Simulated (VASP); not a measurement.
Write the native input for VASP 6.6.1 that does the following.

```yaml
Task: single point
Functional: r2SCAN
Potentials_or_basis: VASP PAW PBE potentials, release 64 (Li_sv)
Cutoff: 520 eV
k_mesh: 18 × 18 × 10
Occupations: gaussian, width 0.15 eV
Spin: no spin polarisation
Dipole_correction: no
Further_INCAR_settings: ALGO = Normal; EDIFF = 1e-07; NBANDS = 10
```

The system is Li.

```
CELL_PARAMETERS angstrom
3.28418 0.00000 0.00000
-1.64209 2.84419 0.00000
0.00000 0.00000 4.57004
ATOMIC_POSITIONS crystal
Li 0.33333 0.66667 0.25000
Li 0.66667 0.33333 0.75000
```

This cell differs from its parent crystal: ratio of the length along z to the lengths across it x 0.85, volume and fractional coordinates fixed.

These files were run (other wordings do the same):

POSCAR

```
Li
1.0
    3.2841829056      0.0000000000      0.0000000000
   -1.6420914528      2.8441858269      0.0000000000
    0.0000000000      0.0000000000      4.5700360574
Li
2
Direct
    0.3333333333      0.6666666667      0.2500000000
    0.6666666667      0.3333333333      0.7500000000
```

INCAR.step1

```
  ALGO = Normal
  EDIFF = 1E-4
  ENCUT = 520
  GGA = PE
  ISMEAR = 0
  LASPH = True
  LCHARG = False
  LREAL = False
  LWAVE = True
  NBANDS = 10
  NELM = 60
  PREC = Accurate
  SIGMA = 0.15
```

INCAR.step2

```
  ALGO = Normal
  EDIFF = 1E-7
  ENCUT = 520
  ISIF = 2
  ISMEAR = 0
  ISTART = 1
  LASPH = True
  LCHARG = True
  LELF = True
  LMIXTAU = True
  LREAL = False
  LVHAR = True
  LWAVE = False
  METAGGA = R2SCAN
  NBANDS = 10
  NELM = 60
  PREC = Accurate
  SIGMA = 0.15
```

KPOINTS

```
k-points
0
Gamma
  18 18 10
```

Potentials or basis: VASP PAW PBE potentials, release 64 (Li_sv).

The run is started by

```sh
$ cat potpaw_PBE.64/Li_sv/POTCAR > POTCAR
$ cp INCAR.step1 INCAR
$ mpirun -np 1 vasp_std > vasp.out
$ cp INCAR.step2 INCAR
$ mpirun -np 1 vasp_std > vasp.out
```

It gave:

```json
{
  "Band gap on the k mesh": "zero (band 3 reaches 2.37 eV, above the bottom of band 4 at -1.77 eV)"
}
```

Wall time 3.1 min on 1 thread of Intel(R) Xeon(R) 6975P-C (Granite Rapids), on a shared host, peak memory 0.2 GiB.
